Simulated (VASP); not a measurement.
Input of a VASP 6.6.1 run:

The input POSCAR:

```
GaAs
1.0
    0.0000000000      2.9050435056      2.8330831925
    2.9050435056      0.0000000000      2.8330831925
    2.9050435056      2.9050435056      0.0000000000
Ga As
1 1
Direct
    0.0000000000      0.0000000000      0.0000000000
    0.2500000000      0.2500000000      0.2500000000
```

INCAR.step1

```
SYSTEM = GaAs
ALGO = Normal
EDIFF = 1E-4
ENCUT = 520
GGA = PE
ISMEAR = -1
LASPH = .TRUE.
LCHARG = .FALSE.
LREAL = .FALSE.
LWAVE = .TRUE.
NBANDS = 16
NELM = 100
PREC = Accurate
SIGMA = 0.02
```

File INCAR.step2:

```
SYSTEM = GaAs
ALGO = Normal
EDIFF = 1E-6
ENCUT = 520
ISIF = 2
ISMEAR = -1
ISTART = 1
LASPH = .TRUE.
LCHARG = .FALSE.
LMIXTAU = .TRUE.
LREAL = .FALSE.
LWAVE = .FALSE.
METAGGA = R2SCAN
NBANDS = 16
NELM = 100
PREC = Accurate
SIGMA = 0.02
```

File KPOINTS:

```
k-points
0
G
  8 8 8
  0 0 0
```

Potentials or basis: VASP PAW PBE potentials, release 64 (Ga_d, As).

Launch:

```sh
$ cat potpaw_PBE.64/Ga_d/POTCAR potpaw_PBE.64/As/POTCAR > POTCAR
$ cp INCAR.step1 INCAR
$ mpirun -np 1 vasp_std > vasp.out
$ cp INCAR.step2 INCAR
$ mpirun -np 1 vasp_std > vasp.out
```

Question: Predict the band gap on the k mesh.

Answer: 0.45 eV, direct.

Question: Estimate the pressure.

Answer: -3.2 GPa.

Stress tensor (GPa, compression positive):
```
-3.70  0.00  0.00
 0.00 -3.70  0.00
 0.00  0.00 -2.13
```

Caveat: the cell differs from its parent crystal (biaxial xy strain +2.5%); the PAW data sets were made with another functional, which shifts forces and pressure a little.
